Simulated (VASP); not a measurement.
Sc: single point with revPBE

The system is Sc.

```
Sc
1.0
    -1.88286    1.88286    1.88286
     1.88286   -1.88286    1.88286
     1.88286    1.88286   -1.88286
Sc
1
Direct
  0.00000 0.00000 0.00000
```

This cell differs from its parent crystal: volume scaled by 1.04.

```yaml
Program: VASP 6.6.1
Task: single point
Functional: revPBE
Potentials_or_basis: VASP PAW PBE potentials, release 64 (Sc_sv)
Cutoff: 520 eV
k_mesh: 13 × 13 × 13
Occupations: fermi-dirac, width 0.1 eV
Spin: no spin polarisation
```

```json
{
  "Pressure": "-1.8 GPa"
}
```

Levels at points of the mesh, in eV from the Fermi level:
| k point | band 2 | band 3 | band 4 | band 5 | band 6 | band 7 | band 8 | band 9 |
| --- | --- | --- | --- | --- | --- | --- | --- | --- |
| (0.00, 0.00, 0.00) | -28.29 | -28.29 | -28.29 | -5.06 | 1.38 | 1.38 | 1.38 | 2.63 |

Run time: 37 s on 1 thread of AMD EPYC 7R13 Processor (Zen 3) (shared host), peak memory 0.12 GiB.

Caveat: the PAW data sets were made with another functional, which shifts forces and pressure a little.
